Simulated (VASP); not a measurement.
TaN, 4 atoms in the cell. The structure is tetragonal, space group P4/mmm (No. 123). Conventional cell: a = 2.926 Å, b = 2.926 Å, c = 2.988 Å, α = 90.00°, β = 90.00°, γ = 90.00°. Within 2.7 Å of Ta (site symmetry 4/mmm) lie 4 N at 2.07 Å. Within 2.7 Å of N (site symmetry 4/mmm) lie 4 Ta at 2.07 Å. 

```yaml
Program: VASP 6.6.1
Task: single point
Functional: LDA
Potentials_or_basis: VASP PAW LDA potentials, release 64 (Ta_pv, N)
Cutoff: 520 eV
k_mesh: 8 × 8 × 6
Occupations: fermi-dirac, width 0.05 eV
Spin: no spin polarisation
Hubbard_terms: Ta d U = 1.0 eV
Dipole_correction: no
Further_INCAR_settings: ALGO = Normal; EDIFF = 1e-06; NBANDS = 24
```

Potentials or basis: VASP PAW LDA potentials, release 64 (Ta_pv, N).

The run is started by

```console
$ cat potpaw_LDA.64/Ta_pv/POTCAR potpaw_LDA.64/N/POTCAR > POTCAR
$ mpirun -np 1 vasp_std > vasp.out
```

Hardware: 1 thread of Intel(R) Xeon(R) 6975P-C (Granite Rapids), with other jobs on the host.

Q: How long does it take, and how much memory?

A: It took 18 s on 1 thread of Intel(R) Xeon(R) 6975P-C (Granite Rapids), with other jobs on the host, peak memory 0.18 GiB. Counts: scf iterations 13, k points 60.
